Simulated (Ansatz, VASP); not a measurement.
**TiPbO3: VASP beside Ansatz**

```xyz
5
Lattice="3.9193 0.0000 0.0000 0.0000 3.9193 0.0000 0.0000 0.0000 3.9193" Properties=species:S:1:pos:R:3 pbc="T T T"
Pb    0.0000    0.0000    0.0000
Ti    1.9597    1.9597    1.9597
O     0.0000    1.9597    1.9597
O     1.9597    1.9597    0.0000
O     1.9597    0.0000    1.9597
```

Alike in both runs: functional PBEsol; k mesh 8 × 8 × 8; occupations gaussian, width 0.02 eV; no spin polarisation.

Ansatz relaxed the structure, and its values are those at the end. VASP's run is a single point on that final structure, the one shown.

```csv
,VASP,Ansatz
version,VASP 6.6.1,Ansatz 0.2.0
potentials or method,"VASP PAW PBE potentials, release 64 (Pb_d, Ti_sv, O), cutoff 600 eV","scalar-relativistic, plane waves, PAW"
valence electrons in the cell,44,44
```

Ansatz gave:

```
gap on the k mesh at the Fermi level (eV) : 1.57
least direct gap on the mesh (eV)         : 1.57
pressure (GPa)                            : 0.0
```

Task: Estimate VASP's values.

Result: gap on the k mesh at the Fermi level (eV): 1.56; least direct gap on the mesh (eV): 1.56; pressure (GPa): 0.2.

VASP's potentials were made for PBE, not for PBEsol.

Neither program's run includes spin-orbit coupling.
